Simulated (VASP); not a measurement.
**Hf3Cd: single point with PBE**

Crystal: Hf3Cd.

```
CELL_PARAMETERS angstrom
0.00000 3.50565 3.50565
3.50565 0.00000 3.50565
3.50565 3.50565 0.00000
ATOMIC_POSITIONS crystal
Hf 0.25000 0.25000 0.25000
Hf 0.75000 0.75000 0.75000
Hf 0.50000 0.50000 0.50000
Cd 0.00000 0.00000 0.00000
```

The cell was generated, and may not be a known phase.

```
Program             : VASP 6.6.1
Task                : single point
Functional          : PBE
Potentials or basis : VASP PAW PBE potentials, release 64 (Hf_pv, Cd)
Cutoff              : 520 eV
k mesh              : 12 × 12 × 12
Occupations         : gaussian, width 0.1 eV
Spin                : no spin polarisation
```

```
Pressure               : -0.2 GPa
Band gap on the k mesh : zero (bands 21 and 22 overlap by 0.46 eV)
```

Levels at points of the mesh, in eV from the Fermi level:
| k point | band 19 | band 20 | band 21 | band 22 | band 23 | band 24 |
| --- | --- | --- | --- | --- | --- | --- |
| (0.00, 0.00, 0.00) | -1.49 | -1.49 | 0.20 | 0.20 | 0.20 | 3.08 |
| (0.50, 0.00, 0.00) | -0.93 | -0.41 | -0.41 | 0.40 | 0.40 | 0.95 |
| (0.50, 0.50, 0.00) | -0.28 | -0.05 | -0.05 | 0.00 | 0.00 | 1.59 |

Wall time 110 s on 1 thread of Intel(R) Xeon(R) 6975P-C (Granite Rapids), with other jobs on the host, peak memory 0.34 GiB.

Caveat: spin-orbit coupling is left out, which moves the levels of the heavy elements.
